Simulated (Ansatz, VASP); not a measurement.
Two plane-wave programs on Rb

```
CELL_PARAMETERS angstrom
0.00000 4.99696 4.99696
4.99696 0.00000 4.99696
4.99696 4.99696 0.00000
ATOMIC_POSITIONS crystal
Rb 0.12500 0.12500 0.12500
Rb 0.87500 0.87500 0.87500
```

Alike in both runs: task single point; functional r2SCAN; k mesh 6 × 6 × 6; occupations fermi-dirac, width 0.1 eV; no spin polarisation.

```csv
,VASP,Ansatz
version,VASP 6.6.1,Ansatz 0.2.0
potentials or method,"VASP PAW PBE potentials, release 64 (Rb_sv), cutoff 520 eV","plane waves (500 eV) with PAW, scalar-relativistic"
valence electrons in the cell,18,18
```

|  | VASP | Ansatz | Ansatz less VASP |
| --- | --- | --- | --- |
| pressure (GPa) | 0.1 | 0.1 | 0.00 |

VASP's potentials were made for PBE, not for r2SCAN.
